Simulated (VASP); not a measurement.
# Sc (Fm-3m) in VASP: a series of runs

Sc is run at these levels: PBEsol; tasks: single point.

Everything below comes from runs of VASP 6.6.1. Logs are shortened: lines on timing, memory, paths and dates and some standing lists are left out, and cuts for length are marked.

**1. The cell of the first run**

It takes space group Fm-3m (No. 225, cubic). The conventional cell has a = 4.370 Å, b = 4.370 Å, c = 4.370 Å, α = 90.00°, β = 90.00°, γ = 90.00°. Within 4.1 Å of Sc (site symmetry m-3m) lie 12 Sc at 3.09 Å.

**2. Single point, PBEsol (volume scaled by 0.88)**

File INCAR:

```
PREC = Accurate
ENCUT = 520
EDIFF = 1E-6
ISMEAR = -1
SIGMA = 0.1
LREAL = F
LASPH = T
NELM = 80
ALGO = Normal
ISIF = 2
LWAVE = F
LCHARG = F
GGA = PS
NBANDS = 12
```

File KPOINTS:

```
regular mesh
0
Gamma
  13 13 13
```

File POSCAR:

```
Sc
1.0
    0.0000000000      2.1848810210      2.1848810210
    2.1848810210      0.0000000000      2.1848810210
    2.1848810210      2.1848810210      0.0000000000
Sc
1
Direct
    0.0000000000      0.0000000000      0.0000000000
```

Potentials or basis: VASP PAW PBE potentials, release 64 (Sc_sv).

The run is started by

```
$ cat potpaw_PBE.64/Sc_sv/POTCAR > POTCAR
$ mpirun -np 1 vasp_std > vasp.out
```

OUTCAR:

```text
PREC = Accurate
   ENCUT = 520
   EDIFF = 1E-6
   ISMEAR = -1
   LREAL = F
   LASPH = T
   NELM = 80
   ISIF = 2
   GGA = PS

 ion  position               nearest neighbor table
   1  0.000  0.000  0.000-

  LATTYP: Found a face centered cubic cell.
 ALAT       =     4.3697620420

  Lattice vectors:

 A1 = (   0.0000000000,   2.1848810210,   2.1848810210)
 A2 = (   2.1848810210,   0.0000000000,   2.1848810210)
 A3 = (   2.1848810210,   2.1848810210,   0.0000000000)

Analysis of symmetry for initial positions (statically):
=====================================================================
 Subroutine PRICEL returns:
 Original cell was already a primitive cell.

 Routine SETGRP: Setting up the symmetry group for a
 face centered cubic supercell.

 Subroutine GETGRP returns: Found 48 space group operations
 (whereof 48 operations were pure point group operations)
 out of a pool of 48 trial point group operations.

The static configuration has the point symmetry O_h .

Analysis of symmetry for dynamics (positions and initial velocities):
=====================================================================
 Subroutine PRICEL returns:
 Original cell was already a primitive cell.

 Routine SETGRP: Setting up the symmetry group for a
 face centered cubic supercell.

 Subroutine GETGRP returns: Found 48 space group operations
 (whereof 48 operations were pure point group operations)
 out of a pool of 48 trial point group operations.

The dynamic configuration has the point symmetry O_h .

 Subroutine INISYM returns: Found 48 space group operations
 (whereof 48 operations are pure point group operations),
 and found     1 'primitive' translations

----------------------------------------------------------------------------------------

                                     Primitive cell

  volume of cell :      20.8600

  direct lattice vectors                    reciprocal lattice vectors
     0.000000000  2.184881021  2.184881021    -0.228845413  0.228845413  0.228845413
     2.184881021  0.000000000  2.184881021     0.228845413 -0.228845413  0.228845413
     2.184881021  2.184881021  0.000000000     0.228845413  0.228845413 -0.228845413

  length of vectors
     3.089888372  3.089888372  3.089888372     0.396371883  0.396371883  0.396371883

  position of ions in fractional coordinates (direct lattice)
     0.000000000  0.000000000  0.000000000

  ion indices of the primitive-cell ions
   primitive index   ion index
                 1           1

----------------------------------------------------------------------------------------

 KPOINTS: regular mesh

Automatic generation of k-mesh.
 Grid dimensions read from file:
 generate k-points for:   13   13   13

 Generating k-lattice:

  Cartesian coordinates                     Fractional coordinates (reciprocal lattice)
    -0.017603493  0.017603493  0.017603493     0.076923077  0.000000000  0.000000000
     0.017603493 -0.017603493  0.017603493     0.000000000  0.076923077  0.000000000
     0.017603493  0.017603493 -0.017603493     0.000000000  0.000000000  0.076923077

  Length of vectors
     0.030490145  0.030490145  0.030490145

  Shift w.r.t. Gamma in fractional coordinates (k-lattice)
     0.000000000  0.000000000  0.000000000

 Subroutine IBZKPT returns following result:
 ===========================================

 Found     84 irreducible k-points:

 Following reciprocal coordinates:
            Coordinates               Weight
  0.000000  0.000000  0.000000      1.000000
  0.076923  0.000000  0.000000      8.000000
  0.153846  0.000000  0.000000      8.000000
  0.230769  0.000000  0.000000      8.000000
  0.307692  0.000000  0.000000      8.000000
  0.384615  0.000000  0.000000      8.000000
[... 16 lines left out ...]
  0.384615  0.153846  0.000000     24.000000
  0.461538  0.153846  0.000000     24.000000
 [... further k-points ...]
   k-points           NKPTS =     84   k-points in BZ     NKDIM =     84   number of bands    NBANDS=     12
   number of dos      NEDOS =    301   number of ions     NIONS =      1
   total plane-waves  NPLWV =  13824
   dimension x,y,z NGX =    24 NGY =   24 NGZ =   24
   dimension x,y,z NGXF=    48 NGYF=   48 NGZF=   48
   ions per type =               1
   NGX,Y,Z   is equivalent  to a cutoff of  12.91, 12.91, 12.91 a.u.
   NGXF,Y,Z  is equivalent  to a cutoff of  25.83, 25.83, 25.83 a.u.
 SYSTEM =  unknown system
   PREC   = accura    normal or accurate (medium, high low for compatibility)
   ISTART =      0    job   : 0-new  1-cont  2-samecut
   ICHARG =      2    charge: 1-file 2-atom 10-const
   ISPIN  =      1    spin polarized calculation?
   LNONCOLLINEAR =      F non collinear calculations
   LSORBIT =      F    spin-orbit coupling
   LASPH  =      T    aspherical Exc in radial PAW
   ENCUT  =  520.0 eV  38.22 Ry    6.18 a.u.   5.75  5.75  5.75*2*pi/ulx,y,z
   NELM   =     80;   NELMIN=  2; NELMDL= -5     # of ELM steps
   EDIFF  = 0.1E-05   stopping-criterion for ELM
   LREAL  =      F    real-space projection
   EDIFFG = 0.1E-04   stopping-criterion for IOM
   NSW    =      0    number of steps for IOM
   IBRION =     -1    ionic relax: 0-MD 1-quasi-New 2-CG
   NFREE  =      0    steps in history (QN), initial steepest desc. (CG)
   ISIF   =      2    stress and relaxation
   ISYM   =      2    0-nonsym 1-usesym 2-fastsym
   POTIM  = 0.5000    time-step for ionic-motion
   TEBEG  =    0.0;   TEEND  =   0.0 temperature during run
   PSTRESS=    0.0 pullay stress
   NELECT =      11.0000    total number of electrons
   NUPDOWN=      -1.0000    fix difference up-down
   EMIN   =  10.00;   EMAX   =-10.00  energy-range for DOS
   EFERMI =   0.00;   METHOD = LEGACY
   ISMEAR =    -1;   SIGMA  =   0.10  broadening in eV -4-tet -1-fermi 0-gaus
   EFERMI_NEDOS =   21; number of points for ismear=-14 and -15
   IALGO  =     38    algorithm
   IMIX   =      4    mixing-type and parameters
     AMIX     =   0.40;   BMIX     =  1.00
     AMIX_MAG =   1.60;   BMIX_MAG =  1.00
  volume/ion in A,a.u.               =      20.86       140.77
  Fermi-wavevector in a.u.,A,eV,Ry     =   1.322619  2.499387 23.800940  1.749320
  Thomas-Fermi vector in A             =   2.452286
   LORBIT       =      0    0 simple, 1 ext, 2 COOP (PROOUT), +10 PAW based schemes
   GGA     = PS    functional components
   LHFCALC =     F    Hartree Fock is set to
   AEXX    =    0.0000 exact exchange contribution
   IVDW    =     0    specifies the selected vdW correction
   LEPSILON=     F    determine dielectric tensor
   LRPA    =     F    only Hartree local field effects (RPA)
 non-spin polarized calculation
  energy-cutoff  :      520.00
  volume of cell :       20.86
 maximum number of plane-waves:       571
   NGX = 11   NGY = 11   NGZ = 11

 number of electron      10.9999997 magnetization

 Free energy of the ion-electron system (eV)
  ---------------------------------------------------
  ext. energy  EPLUGINS =         0.00000000
  ---------------------------------------------------
  free energy    TOTEN  =        -6.52085773 eV

  energy without entropy =       -6.47157874  energy(sigma->0) =       -6.49621823

 E-fermi :   4.6703     XC(G=0): -10.6908

 val. band max:        4.6361170916   @ k =  -0.4615   0.3077   0.1538
 cond. band min:       4.6739501975   @ k =   0.4615   0.2308   0.0769
 fundamental gap:      0.0378331059
 Fermi energy:         4.6702947707

 k-point     1 :       0.0000    0.0000    0.0000
  band No.  band energies     occupation
      1     -44.1259      2.00000
      2     -22.4968      2.00000
      3     -22.4968      2.00000
      4     -22.4968      2.00000
      5      -0.8080      2.00000
      6       6.4645      0.00000
      7       6.4645      0.00000
      8       6.4645      0.00000
      9       8.1889      0.00000
     10       8.1889      0.00000
     11      18.1314      0.00000
     12      22.1956      0.00000

 k-point     2 :       0.0769    0.0000    0.0000
  band No.  band energies     occupation
      1     -44.1189      2.00000
      2     -22.5389      2.00000
      3     -22.5020      2.00000
      4     -22.5020      2.00000
      5      -0.6322      2.00000
      6       6.3261      0.00000
      7       6.5328      0.00000
      8       6.5328      0.00000
      9       8.1377      0.00000
     10       8.1377      0.00000
     11      18.3442      0.00000
     12      20.9660      0.00000

 k-point     3 :       0.1538    0.0000    0.0000
  band No.  band energies     occupation
      1     -44.0996      2.00000
      2     -22.6540      2.00000
      3     -22.5161      2.00000
      4     -22.5161      2.00000
      5      -0.1280      2.00000
      6       5.9779      0.00000
      7       6.6800      0.00000
      8       6.6800      0.00000
      9       8.0602      0.00000
     10       8.0602      0.00000
     11      18.5893      0.00000
     12      19.2754      0.00000
[... 286 lines left out ...]
 k-point    23 :       0.3846    0.1538    0.0000
  band No.  band energies     occupation
      1     -44.0191      2.00000
      2     -23.0151      2.00000
      3     -22.6289      2.00000
      4     -22.6154      2.00000
      5       2.2403      2.00000
      6       4.8515      0.28076
      7       6.0729      0.00000
      8       7.0213      0.00000
      9       8.6989      0.00000
     10       9.1527      0.00000
     11      15.0732      0.00000
     12      18.5537      0.00000

 k-point    24 :       0.4615    0.1538    0.0000
  band No.  band energies     occupation
      1     -44.0001      2.00000
      2     -23.1072      2.00000
      3     -22.6622      2.00000
      4     -22.6209      2.00000
      5       2.9131      2.00000
      6       4.7319      0.70124
      7       5.9423      0.00001
      8       6.8651      0.00000
      9       9.3626      0.00000
     10       9.4625      0.00000
     11      13.5722      0.00000
     12      17.9929      0.00000

 [... further k-points ...]
[... 5 lines left out ...]
  --------------------------------------------------------------------------------------
  -------------------------------------------------------------------------------------
  Total        1.0787321      1.0787321      1.0787321     -0.0000000     -0.0000000      0.0000000
  in kB       82.8534926     82.8534926     82.8534926     -0.0000000     -0.0000000      0.0000000
  external PRESSURE =      82.8534926 kB  Pullay stress =       0.0000000 kB

 VOLUME and BASIS-vectors are now :
 -----------------------------------------------------------------------------
  energy-cutoff  :      520.00
  volume of cell :       20.86
      direct lattice vectors                 reciprocal lattice vectors
     0.000000000  2.184881021  2.184881021    -0.228845413  0.228845413  0.228845413
     2.184881021  0.000000000  2.184881021     0.228845413 -0.228845413  0.228845413
     2.184881021  2.184881021  0.000000000     0.228845413  0.228845413 -0.228845413

 POSITION                                       TOTAL-FORCE (eV/Angst)
 -----------------------------------------------------------------------------------
      0.00000      0.00000      0.00000         0.000000      0.000000      0.000000
 -----------------------------------------------------------------------------------
    total drift:                               -0.000000      0.000000      0.000000

  FREE ENERGIE OF THE ION-ELECTRON SYSTEM (eV)
  ---------------------------------------------------
  free  energy   TOTEN  =        -6.5208577289 eV

  energy  without entropy=       -6.4715787364  energy(sigma->0) =       -6.49621823
```

Run time: 22 s. Hardware: 1 thread of Intel Xeon Platinum 8259CL at 2.50GHz (Skylake/Cascade Lake), shared host; peak memory 0.15 GiB.

What came out:

- Free energy: -6.5209 eV
- Pressure: 8.3 GPa

Caveat: the PAW data sets were made with another functional, which shifts forces and pressure a little.

[end of part 1 of 2]
